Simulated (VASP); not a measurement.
# HfSi3O8 (Pmm2) in VASP: a series of runs

The runs below take HfSi3O8 through single point, with PBE, r2SCAN.

Program: VASP 6.6.1. These are calculated values, not measurements. Logs are shortened: lines on timing, memory, paths and dates and some standing lists are left out, and cuts for length are marked.

### Step 1. The cell of the first run

It takes space group Pmm2 (No. 25, orthorhombic). The conventional cell has a = 3.538 Å, b = 5.766 Å, c = 6.503 Å, α = 90.00°, β = 90.00°, γ = 90.00°. Hf (site symmetry mm2) has 6 O at 1.90 to 2.35 Å within 2.5 Å. Si (site symmetry m) has 6 O at 1.68 to 2.15 Å within 2.2 Å. Within 2.2 Å of Si (site symmetry mm2) lie 6 O at 1.66 to 2.06 Å. Within 2.2 Å of O (site symmetry m) lie 1 Si at 1.66 Å and 1 Hf at 1.90 Å. Within 2.3 Å of O (site symmetry mm2) lie 2 Si at 1.72 Å. O (site symmetry mm2) has 2 Hf at 2.00 Å and 2 Si at 2.05 Å and 5 O at 2.35 to 2.49 Å within 2.6 Å. O (site symmetry m) has 3 Si at 1.86 to 2.06 Å and 1 Hf at 2.35 Å and 4 O at 2.45 to 2.49 Å within 2.5 Å. O (site symmetry mm2) has 2 Si at 1.68 Å within 2.2 Å.

### Step 2. Single point, PBE

Input file INCAR:

```
  ALGO = Normal
  EDIFF = 1E-6
  ENCUT = 520
  GGA = PE
  ISIF = 2
  ISMEAR = -1
  LASPH = True
  LCHARG = False
  LREAL = False
  LWAVE = False
  NBANDS = 47
  NELM = 60
  PREC = Accurate
  SIGMA = 0.02
```

Input file KPOINTS:

```
k-points
0
Gamma
  8 4 6
```

Input file POSCAR:

```
HfSi3O8
1.0
    3.5377214102      0.0000000000      0.0000000000
    0.0000000000      5.7659014204      0.0000000000
    0.0000000000      0.0000000000      6.5032529934
Hf Si O
1 3 8
Direct
    0.5000000000      0.0000000000      0.5587041808
    0.0000000000      0.7470164762     -0.0776479933
    0.5000000000      0.5000000000      0.5929083128
    0.0000000000      0.2529835238     -0.0776479933
    0.5000000000      0.7101390556      0.4193683165
    0.0000000000      0.0000000000      0.0633272531
    0.0000000000      0.0000000000      0.7012853773
    0.5000000000      0.7340637135      0.8328182310
    0.5000000000      0.2898609444      0.4193683165
    0.0000000000      0.5000000000      0.0592312006
    0.0000000000      0.5000000000      0.6754665671
    0.5000000000      0.2659362865      0.8328182310
```

Potentials or basis: VASP PAW PBE potentials, release 64 (Hf_pv, Si, O).

Run with:

```
cat potpaw_PBE.64/Hf_pv/POTCAR potpaw_PBE.64/Si/POTCAR potpaw_PBE.64/O/POTCAR > POTCAR
mpirun -np 1 vasp_std > vasp.out
```

OUTCAR:

```text
EDIFF = 1E-6
   ENCUT = 520
   GGA = PE
   ISIF = 2
   ISMEAR = -1
   LASPH = True
   LREAL = False
   NELM = 60
   PREC = Accurate

 ion  position               nearest neighbor table
   1  0.500  0.000  0.559-   5 1.90   9 1.90   7 2.00   7 2.00  12 2.35   8 2.35   3 2.89   3 2.89
                             4 3.29   2 3.29   4 3.29   2 3.29
   2  0.000  0.747  0.922-  10 1.68   6 1.72   8 1.86   8 1.86   7 2.05  11 2.15   4 2.85   4 2.92
                             3 3.12   3 3.12   1 3.29   1 3.29
   3  0.500  0.500  0.593-   5 1.66   9 1.66  11 1.85  11 1.85  12 2.06   8 2.06   1 2.89   1 2.89
                             4 3.12   2 3.12   4 3.12   2 3.12
   4  0.000  0.253  0.922-  10 1.68   6 1.72  12 1.86  12 1.86   7 2.05  11 2.15   2 2.85   2 2.92
                             3 3.12   3 3.12   1 3.29   1 3.29
   5  0.500  0.710  0.419-   3 1.66   1 1.90
   6  0.000  0.000  0.063-   2 1.72   4 1.72
   7  0.000  0.000  0.701-   1 2.00   1 2.00   4 2.05   2 2.05
   8  0.500  0.734  0.833-   2 1.86   2 1.86   3 2.06   1 2.35
   9  0.500  0.290  0.419-   3 1.66   1 1.90
  10  0.000  0.500  0.059-   2 1.68   4 1.68
  11  0.000  0.500  0.675-   3 1.85   3 1.85   4 2.15   2 2.15
  12  0.500  0.266  0.833-   4 1.86   4 1.86   3 2.06   1 2.35

  LATTYP: Found a simple orthorhombic cell.
 ALAT       =     3.5377214102
 B/A-ratio  =     1.6298347868
 C/A-ratio  =     1.8382603488

  Lattice vectors:

 A1 = (   3.5377214102,   0.0000000000,   0.0000000000)
 A2 = (   0.0000000000,   5.7659014204,   0.0000000000)
 A3 = (   0.0000000000,   0.0000000000,   6.5032529934)

Analysis of symmetry for initial positions (statically):
=====================================================================
 Subroutine PRICEL returns:
 Original cell was already a primitive cell.

 Routine SETGRP: Setting up the symmetry group for a
 simple orthorhombic supercell.

 Subroutine GETGRP returns: Found  4 space group operations
 (whereof  4 operations were pure point group operations)
 out of a pool of  8 trial point group operations.

The static configuration has the point symmetry C_2v.

Analysis of symmetry for dynamics (positions and initial velocities):
=====================================================================
 Subroutine PRICEL returns:
 Original cell was already a primitive cell.

 Routine SETGRP: Setting up the symmetry group for a
 simple orthorhombic supercell.

 Subroutine GETGRP returns: Found  4 space group operations
 (whereof  4 operations were pure point group operations)
 out of a pool of  8 trial point group operations.

The dynamic configuration has the point symmetry C_2v.

 Subroutine INISYM returns: Found  4 space group operations
 (whereof  4 operations are pure point group operations),
 and found     1 'primitive' translations

----------------------------------------------------------------------------------------

                                     Primitive cell

  volume of cell :     132.6543

  direct lattice vectors                    reciprocal lattice vectors
     3.537721410  0.000000000  0.000000000     0.282667820  0.000000000  0.000000000
     0.000000000  5.765901420  0.000000000     0.000000000  0.173433420  0.000000000
     0.000000000  0.000000000  6.503252993     0.000000000  0.000000000  0.153769198

  length of vectors
     3.537721410  5.765901420  6.503252993     0.282667820  0.173433420  0.153769198

  position of ions in fractional coordinates (direct lattice)
     0.500000000  0.000000000  0.558704181
     0.000000000  0.747016476  0.922352007
     0.500000000  0.500000000  0.592908313
     0.000000000  0.252983524  0.922352007
     0.500000000  0.710139056  0.419368316
     0.000000000  0.000000000  0.063327253
     0.000000000  0.000000000  0.701285377
     0.500000000  0.734063713  0.832818231
     0.500000000  0.289860944  0.419368316
     0.000000000  0.500000000  0.059231201
     0.000000000  0.500000000  0.675466567
     0.500000000  0.265936287  0.832818231

  ion indices of the primitive-cell ions
   primitive index   ion index
                 1           1
                 2           2
                 3           3
                 4           4
                 5           5
                 6           6
                 7           7
                 8           8
                 9           9
                10          10
                11          11
                12          12

----------------------------------------------------------------------------------------

 KPOINTS: k-points

Automatic generation of k-mesh.
 Grid dimensions read from file:
 generate k-points for:    8    4    6

 Generating k-lattice:

  Cartesian coordinates                     Fractional coordinates (reciprocal lattice)
     0.035333478  0.000000000  0.000000000     0.125000000  0.000000000  0.000000000
     0.000000000  0.043358355  0.000000000     0.000000000  0.250000000  0.000000000
     0.000000000  0.000000000  0.025628200     0.000000000  0.000000000  0.166666667

  Length of vectors
     0.035333478  0.043358355  0.025628200

  Shift w.r.t. Gamma in fractional coordinates (k-lattice)
     0.000000000  0.000000000  0.000000000

 Subroutine IBZKPT returns following result:
 ===========================================

 Found     60 irreducible k-points:

 Following reciprocal coordinates:
            Coordinates               Weight
  0.000000  0.000000  0.000000      1.000000
  0.125000  0.000000  0.000000      2.000000
  0.250000  0.000000  0.000000      2.000000
  0.375000  0.000000  0.000000      2.000000
  0.500000  0.000000  0.000000      1.000000
  0.000000  0.250000  0.000000      2.000000
[... 16 lines left out ...]
  0.250000  0.250000  0.166667      8.000000
  0.375000  0.250000  0.166667      8.000000
 [... further k-points ...]
   k-points           NKPTS =     60   k-points in BZ     NKDIM =     60   number of bands    NBANDS=     47
   number of dos      NEDOS =    301   number of ions     NIONS =     12
   total plane-waves  NPLWV =  64512
   dimension x,y,z NGX =    28 NGY =   48 NGZ =   48
   dimension x,y,z NGXF=    56 NGYF=   96 NGZF=   96
   ions per type =               1   3   8
   NGX,Y,Z   is equivalent  to a cutoff of  13.16, 13.84, 12.27 a.u.
   NGXF,Y,Z  is equivalent  to a cutoff of  26.32, 27.68, 24.54 a.u.
 SYSTEM =  unknown system
   PREC   = accura    normal or accurate (medium, high low for compatibility)
   ISTART =      0    job   : 0-new  1-cont  2-samecut
   ICHARG =      2    charge: 1-file 2-atom 10-const
   ISPIN  =      1    spin polarized calculation?
   LNONCOLLINEAR =      F non collinear calculations
   LSORBIT =      F    spin-orbit coupling
   LASPH  =      T    aspherical Exc in radial PAW
   ENCUT  =  520.0 eV  38.22 Ry    6.18 a.u.   6.58 10.72 12.09*2*pi/ulx,y,z
   NELM   =     60;   NELMIN=  2; NELMDL= -5     # of ELM steps
   EDIFF  = 0.1E-05   stopping-criterion for ELM
   LREAL  =      F    real-space projection
   EDIFFG = 0.1E-04   stopping-criterion for IOM
   NSW    =      0    number of steps for IOM
   IBRION =     -1    ionic relax: 0-MD 1-quasi-New 2-CG
   NFREE  =      0    steps in history (QN), initial steepest desc. (CG)
   ISIF   =      2    stress and relaxation
   ISYM   =      2    0-nonsym 1-usesym 2-fastsym
   POTIM  = 0.5000    time-step for ionic-motion
   TEBEG  =    0.0;   TEEND  =   0.0 temperature during run
   PSTRESS=    0.0 pullay stress
   NELECT =      70.0000    total number of electrons
   NUPDOWN=      -1.0000    fix difference up-down
   EMIN   =  10.00;   EMAX   =-10.00  energy-range for DOS
   EFERMI =   0.00;   METHOD = LEGACY
   ISMEAR =    -1;   SIGMA  =   0.02  broadening in eV -4-tet -1-fermi 0-gaus
   EFERMI_NEDOS =   21; number of points for ismear=-14 and -15
   IALGO  =     38    algorithm
   IMIX   =      4    mixing-type and parameters
     AMIX     =   0.40;   BMIX     =  1.00
     AMIX_MAG =   1.60;   BMIX_MAG =  1.00
  volume/ion in A,a.u.               =      11.05        74.60
  Fermi-wavevector in a.u.,A,eV,Ry     =   1.322920  2.499957 23.811803  1.750118
  Thomas-Fermi vector in A             =   2.452566
   LORBIT       =      0    0 simple, 1 ext, 2 COOP (PROOUT), +10 PAW based schemes
   GGA     = PE    functional components
   LHFCALC =     F    Hartree Fock is set to
   AEXX    =    0.0000 exact exchange contribution
   IVDW    =     0    specifies the selected vdW correction
   LEPSILON=     F    determine dielectric tensor
   LRPA    =     F    only Hartree local field effects (RPA)
 non-spin polarized calculation
  energy-cutoff  :      520.00
  volume of cell :      132.65
 maximum number of plane-waves:      3596
 NGX is ok and might be reduce to    28
   NGX = 13   NGY = 21   NGZ = 25

 number of electron      69.9999999 magnetization

 Free energy of the ion-electron system (eV)
  ---------------------------------------------------
  ext. energy  EPLUGINS =         0.00000000
  ---------------------------------------------------
  free energy    TOTEN  =       -96.20999689 eV

  energy without entropy =      -96.20999689  energy(sigma->0) =      -96.20999689

 E-fermi :   3.5204     XC(G=0): -10.4338

 val. band max:        3.0106599889   @ k =   0.5000   0.0000   0.0000
 cond. band min:       7.0167455266   @ k =   0.0000   0.0000   0.0000
 fundamental gap:      4.0060855377
 Fermi energy:         3.5204401716

 k-point     1 :       0.0000    0.0000    0.0000
  band No.  band energies     occupation
      1     -25.8981      2.00000
      2     -25.8532      2.00000
      3     -25.7211      2.00000
      4     -17.2211      2.00000
      5     -15.4070      2.00000
      6     -15.0552      2.00000
[... 39 lines left out ...]
     46      13.2613      0.00000
     47      13.8042      0.00000
[... 1148 lines left out ...]
     46      13.7313      0.00000
     47      13.8191      0.00000

 [... further k-points ...]

------------------------ aborting loop because EDIFF is reached ----------------------------------------

  FORCE on cell =-STRESS in cart. coord.  units (eV):
  Direction    XX          YY          ZZ          XY          YZ          ZX
  --------------------------------------------------------------------------------------
  -------------------------------------------------------------------------------------
  Total       -0.3705769     -0.1646531     -0.4329741      0.0000000      0.0000000      0.0000000
  in kB       -4.4757669     -1.9886528     -5.2293892      0.0000000      0.0000000      0.0000000
  external PRESSURE =      -3.8979363 kB  Pullay stress =       0.0000000 kB

 VOLUME and BASIS-vectors are now :
 -----------------------------------------------------------------------------
  energy-cutoff  :      520.00
  volume of cell :      132.65
      direct lattice vectors                 reciprocal lattice vectors
     3.537721410  0.000000000  0.000000000     0.282667820  0.000000000  0.000000000
     0.000000000  5.765901420  0.000000000     0.000000000  0.173433420  0.000000000
     0.000000000  0.000000000  6.503252993     0.000000000  0.000000000  0.153769198

 POSITION                                       TOTAL-FORCE (eV/Angst)
 -----------------------------------------------------------------------------------
      1.76886      0.00000      3.63339        -0.000000      0.000000      0.109045
      0.00000      4.30722      5.99829        -0.000000      0.021721      0.013705
      1.76886      2.88295      3.85583        -0.000000      0.000000      0.037573
      0.00000      1.45868      5.99829         0.000000     -0.021721      0.013705
      1.76886      4.09459      2.72726        -0.000000      0.174194      0.028350
      0.00000      0.00000      0.41183        -0.000000      0.000000      0.014342
      0.00000      0.00000      4.56064        -0.000000      0.000000     -0.134715
      1.76886      4.23254      5.41603        -0.000000      0.040364     -0.069703
      1.76886      1.67131      2.72726        -0.000000     -0.174194      0.028350
      0.00000      2.88295      0.38520        -0.000000      0.000000      0.022048
      0.00000      2.88295      4.39273        -0.000000      0.000000      0.007004
      1.76886      1.53336      5.41603        -0.000000     -0.040364     -0.069703
 -----------------------------------------------------------------------------------
    total drift:                                0.000000      0.000000     -0.000487

  FREE ENERGIE OF THE ION-ELECTRON SYSTEM (eV)
  ---------------------------------------------------
  free  energy   TOTEN  =       -96.2099968874 eV

  energy  without entropy=      -96.2099968874  energy(sigma->0) =      -96.20999689
```

Wall time 6.7 min (1 thread of Oxide Virtual Turin-like, shared host); peak memory 0.4 GiB.

What came out:

```
Free energy            : -96.2100 eV
Pressure               : -0.4 GPa
Largest force          : 0.176 eV/Å
Band gap on the k mesh : 4.01 eV, indirect (least direct gap 4.01 eV)
```

Forces on the atoms (eV/Å):
```
Hf   0.000  0.000  0.109
Si   0.000  0.022  0.014
Si   0.000  0.000  0.038
Si   0.000 -0.022  0.014
O    0.000  0.174  0.028
O    0.000  0.000  0.014
O    0.000  0.000 -0.135
O    0.000  0.040 -0.070
O    0.000 -0.174  0.028
O    0.000  0.000  0.022
O    0.000  0.000  0.007
O    0.000 -0.040 -0.070
```

Levels at points of the mesh, in eV from the valence-band top:
```csv
k point,band 31,band 32,band 33,band 34,band 35,band 36,band 37,band 38,band 39,band 40
"(0.00, 0.00, 0.00)",-0.69,-0.52,-0.51,-0.44,-0.01,4.01,4.91,5.75,6.35,6.63
"(0.50, 0.00, 0.00)",-0.76,-0.74,-0.58,-0.35,0.00,4.84,5.92,6.48,6.76,7.57
"(0.00, 0.50, 0.00)",-0.98,-0.70,-0.65,-0.46,-0.28,5.56,6.01,6.04,6.17,6.43
"(0.50, 0.50, 0.00)",-0.93,-0.76,-0.71,-0.64,-0.41,5.07,6.13,6.29,8.01,8.74
"(0.00, 0.00, 0.50)",-0.86,-0.85,-0.47,-0.43,-0.03,4.49,5.21,5.93,6.38,6.47
"(0.50, 0.00, 0.50)",-0.81,-0.73,-0.30,-0.10,-0.01,5.09,5.88,6.41,6.69,8.06
"(0.00, 0.50, 0.50)",-1.01,-0.77,-0.75,-0.59,-0.43,5.49,6.13,6.15,6.40,6.51
"(0.50, 0.50, 0.50)",-0.90,-0.50,-0.41,-0.31,-0.26,5.25,6.18,6.23,8.25,8.69
```

Caveat: spin-orbit coupling is left out, which moves the levels of the heavy elements.

### Step 3. Single point, r2SCAN

This run uses another cell than the first one, of 9.72 Å³/atom, 0.879 times its volume.

Input file POSCAR:

```
HfSi3O8
1.0
    3.4443511639      0.0000000000      0.0000000000
    0.0000000000      5.8149934588      0.0000000000
    0.0000000000      0.0000000000      5.8223303922
Hf Si O
1 3 8
Direct
    0.5000000000      0.0000000000      0.5304295625
    0.0000000000      0.7477953520     -0.0568845475
    0.5000000000      0.5000000000      0.5726408651
    0.0000000000      0.2522046480     -0.0568845475
    0.5000000000      0.7090819873      0.3861443057
    0.0000000000      0.0000000000      0.1040656700
    0.0000000000      0.0000000000      0.7008970443
    0.5000000000      0.7373381515      0.8441350122
    0.5000000000      0.2909180127      0.3861443057
    0.0000000000      0.5000000000      0.0833715681
    0.0000000000      0.5000000000      0.6618057492
    0.5000000000      0.2626618485      0.8441350122
```

Input file INCAR.step1:

```
SYSTEM = HfSi3O8
PREC = Accurate ; ENCUT = 520
ISMEAR = 0 ; SIGMA = 0.01
LREAL = .False. ; LASPH = .True.
NELM = 100 ; NBANDS = 47
GGA = PE ; ALGO = Normal
EDIFF = 1E-4 ; LWAVE = .True.
LCHARG = .False.
```

Input file INCAR.step2:

```
SYSTEM = HfSi3O8
PREC = Accurate ; ENCUT = 520
EDIFF = 1E-7 ; ISMEAR = 0
SIGMA = 0.01 ; LREAL = .False.
LASPH = .True. ; NELM = 100
ALGO = Normal ; ISIF = 2
LWAVE = .False. ; LCHARG = .True.
METAGGA = R2SCAN ; LMIXTAU = .True.
LELF = .True. ; LVHAR = .True.
NBANDS = 47 ; ISTART = 1
```

Input file KPOINTS:

```
Automatic mesh
0
Gamma
  8 4 4
  0 0 0
```

Potentials or basis: VASP PAW PBE potentials, release 64 (Hf_pv, Si, O).

Run with:

```
cat potpaw_PBE.64/Hf_pv/POTCAR potpaw_PBE.64/Si/POTCAR potpaw_PBE.64/O/POTCAR > POTCAR
cp INCAR.step1 INCAR
mpirun -np 1 vasp_std > vasp.out
cp INCAR.step2 INCAR
mpirun -np 1 vasp_std > vasp.out
```

Run time: 20 min. Hardware: 1 thread of Oxide Virtual Turin-like, shared host; peak memory 0.35 GiB.

It converged, with:

```yaml
Free_energy: -152.5083 eV
Pressure: -0.5 GPa
Largest_force: 0.222 eV/Å
Band_gap_on_the_k_mesh: 4.64 eV, indirect (least direct gap 4.92 eV)
```

Forces in eV/Å, atoms in the order of the input:
```
Hf   0.000  0.000  0.075
Si   0.000  0.035  0.021
Si   0.000  0.000  0.051
Si   0.000 -0.035  0.021
O    0.000  0.220  0.030
O    0.000  0.000  0.026
O    0.000  0.000 -0.148
O    0.000  0.035 -0.078
O    0.000 -0.220  0.030
O    0.000  0.000  0.025
O    0.000  0.000  0.024
O    0.000 -0.035 -0.078
```

Stress tensor (GPa, compression positive):
```
-0.49  0.00  0.00
 0.00 -0.16  0.00
 0.00  0.00 -0.76
```

Levels at points of the mesh, in eV from the valence-band top:
```tsv
k point	band 31	band 32	band 33	band 34	band 35	band 36	band 37	band 38	band 39	band 40
(0.00, 0.00, 0.00)	-1.13	-0.66	-0.52	-0.31	-0.28	4.64	5.40	6.49	6.84	7.31
(0.50, 0.00, 0.00)	-1.11	-0.96	-0.79	-0.48	-0.31	5.46	6.44	6.84	7.38	8.12
(0.00, 0.50, 0.00)	-1.61	-1.07	-0.78	-0.70	-0.12	5.94	6.68	6.82	6.93	6.94
(0.50, 0.50, 0.00)	-1.45	-1.05	-0.93	-0.79	-0.28	5.64	6.44	6.68	8.29	9.43
(0.00, 0.00, 0.50)	-1.32	-1.04	-0.66	-0.44	-0.36	5.14	6.27	6.86	6.93	7.28
(0.50, 0.00, 0.50)	-1.24	-1.10	-0.35	-0.15	-0.02	5.86	6.35	6.81	7.39	9.00
(0.00, 0.50, 0.50)	-1.36	-1.30	-0.67	-0.66	-0.65	5.90	6.65	7.01	7.18	7.41
(0.50, 0.50, 0.50)	-1.37	-0.89	-0.56	-0.24	-0.12	5.97	6.55	6.57	8.62	9.64
```

Caveat: the PAW data sets were made with another functional, which shifts forces and pressure a little; spin-orbit coupling is left out, which moves the levels of the heavy elements. A k mesh can miss the band edges.
